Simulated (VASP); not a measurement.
A run of VASP 6.6.1 is set up as follows.

The input INCAR:

```
SYSTEM = Pd
PREC = Accurate ; ENCUT = 500
EDIFF = 1E-6 ; ISMEAR = 0
SIGMA = 0.1 ; LREAL = .FALSE.
LASPH = .TRUE. ; NELM = 120
ALGO = Normal ; ISIF = 2
LWAVE = .FALSE. ; LCHARG = .FALSE.
GGA = PE ; NBANDS = 11
GGA_COMPAT = .FALSE.
```

File KPOINTS:

```
Automatic mesh
0
G
  11 11 11
  0 0 0
```

POSCAR

```
Pd
1.0
    0.0000000000      1.8421416781      1.8421416781
    1.8421416781      0.0000000000      1.8421416781
    1.8421416781      1.8421416781      0.0000000000
Pd
1
Direct
    0.0000000000      0.0000000000      0.0000000000
```

Potentials or basis: VASP PAW PBE potentials, release 64 (Pd).

The run is started by

```console
$ cat potpaw_PBE.64/Pd/POTCAR > POTCAR
$ mpirun -np 1 vasp_std > vasp.out
```

(1) Predict the pressure.

(2) Predict the band gap on the k mesh.

## Answers

(1) 59.6 GPa.

(2) zero (bands 5 and 6 overlap by 2.01 eV).

Caveat: the cell stands under pressure.
